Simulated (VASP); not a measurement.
A run of VASP 6.6.1 is set up as follows.

File INCAR:

```
SYSTEM = BeS
PREC = Accurate ; ENCUT = 600
EDIFF = 1E-8 ; ISMEAR = 0
SIGMA = 0.01 ; LREAL = .FALSE.
LASPH = .TRUE. ; NELM = 60
ALGO = Normal ; ISIF = 3
LWAVE = .FALSE. ; LCHARG = .FALSE.
IBRION = 6 ; NFREE = 2
POTIM = 0.015 ; NSW = 1
```

KPOINTS

```
Automatic mesh
0
G
  10 10 10
  0 0 0
```

Contents of POSCAR:

```
BeS
1.0
    0.0000000000      2.3498735774      2.3498735774
    2.3498735774      0.0000000000      2.3498735774
    2.3498735774      2.3498735774      0.0000000000
Be S
1 1
Direct
    0.0000000000      0.0000000000      0.0000000000
    0.7500000000      0.7500000000      0.7500000000
```

Potentials or basis: VASP PAW LDA potentials, release 64 (Be, S).

Launch:

```console
$ cat potpaw_LDA.64/Be/POTCAR potpaw_LDA.64/S/POTCAR > POTCAR
$ mpirun -np 1 vasp_std > vasp.out
```

Task: Estimate the elastic constants C11, C12, C44.

Result: 189, 86, 95 GPa.

Task: What does it give for the Voigt bulk modulus?

Result: 121 GPa.

Task: Predict the highest phonon frequency at Γ, LO-TO splitting left out.

Result: 643 cm⁻¹.

Phonon frequencies in cm⁻¹ (negative: imaginary):
```tsv
q point	frequencies
(0.000, 0.000, 0.000)	0 0 0 643 643 643
```

Caveat: the cell is under stress, which shifts elastic constants.
